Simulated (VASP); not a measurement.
Set up this calculation in VASP 6.6.1, as the native input.

```
Task                   : single point
Functional             : r2SCAN
Potentials or basis    : VASP PAW PBE potentials, release 64 (Tl_d, Sb, Mn_pv)
Cutoff                 : 520 eV
k mesh                 : 3 × 3 × 3
Occupations            : fermi-dirac, width 0.0825 eV
Spin                   : no spin polarisation
Dipole correction      : no
Further INCAR settings : ALGO = Normal; EDIFF = 1e-06; NBANDS = 60
```

Crystal: MnTl2Sb2.

```
CELL_PARAMETERS angstrom
0.00000 0.00000 6.37438
7.11013 0.00000 0.00000
3.55506 6.78511 -3.18719
ATOMIC_POSITIONS crystal
Tl 0.14641 0.18569 0.29282
Tl 0.85359 0.81431 0.70718
Tl 0.35359 0.47851 0.70718
Tl 0.64641 0.52149 0.29282
Sb 0.89905 0.28505 0.79810
Sb 0.10095 0.71495 0.20190
Sb 0.60095 0.08315 0.20190
Sb 0.39905 0.91685 0.79810
Mn 0.25000 0.00000 0.00000
Mn 0.75000 0.00000 0.00000
```

One way to write it, as run:

POSCAR

```
MnTl2Sb2
1.0
    0.0000000000      0.0000000000      6.3743820000
    7.1101280000      0.0000000000      0.0000000000
    3.5550640000      6.7851140000     -3.1871910000
Tl Sb Mn
4 4 2
Direct
    0.1464100000      0.1856900000      0.2928200000
    0.8535900000      0.8143100000      0.7071800000
    0.3535900000      0.4785100000      0.7071800000
    0.6464100000      0.5214900000      0.2928200000
    0.8990500000      0.2850500000      0.7981000000
    0.1009500000      0.7149500000      0.2019000000
    0.6009500000      0.0831500000      0.2019000000
    0.3990500000      0.9168500000      0.7981000000
    0.2500000000      0.0000000000      0.0000000000
    0.7500000000      0.0000000000      0.0000000000
```

INCAR.step1

```
ALGO = Normal
EDIFF = 1E-4
ENCUT = 520
GGA = PE
ISMEAR = -1
LASPH = True
LCHARG = False
LREAL = False
LWAVE = True
NBANDS = 60
NELM = 80
PREC = Accurate
SIGMA = 0.0825
```

INCAR.step2

```
ALGO = Normal
EDIFF = 1E-6
ENCUT = 520
ISIF = 2
ISMEAR = -1
ISTART = 1
LASPH = True
LCHARG = False
LMIXTAU = True
LREAL = False
LWAVE = False
METAGGA = R2SCAN
NBANDS = 60
NELM = 80
PREC = Accurate
SIGMA = 0.0825
```

KPOINTS

```
k-points
0
Gamma
  3 3 3
```

Potentials or basis: VASP PAW PBE potentials, release 64 (Tl_d, Sb, Mn_pv).

Launch:

```console
$ cat potpaw_PBE.64/Tl_d/POTCAR potpaw_PBE.64/Sb/POTCAR potpaw_PBE.64/Mn_pv/POTCAR > POTCAR
$ cp INCAR.step1 INCAR
$ mpirun -np 1 vasp_std > vasp.out
$ cp INCAR.step2 INCAR
$ mpirun -np 1 vasp_std > vasp.out
```

It gave:

The pressure is -0.6 GPa and the largest force is 0.330 eV/Å. The band gap on the k mesh is zero (bands 49 and 50 overlap by 0.53 eV).

Caveat: the k points lie up to 0.36 Å⁻¹ apart, too coarse for converged energies and pressures of a metal; the PAW data sets were made with another functional, which shifts forces and pressure a little; spin-orbit coupling is left out, which moves the levels of the heavy elements; the run has no spin polarisation, though such a crystal can be magnetic.

It took 5.7 min on 1 thread of Intel(R) Xeon(R) 6975P-C (Granite Rapids) (shared host), peak memory 0.49 GiB.
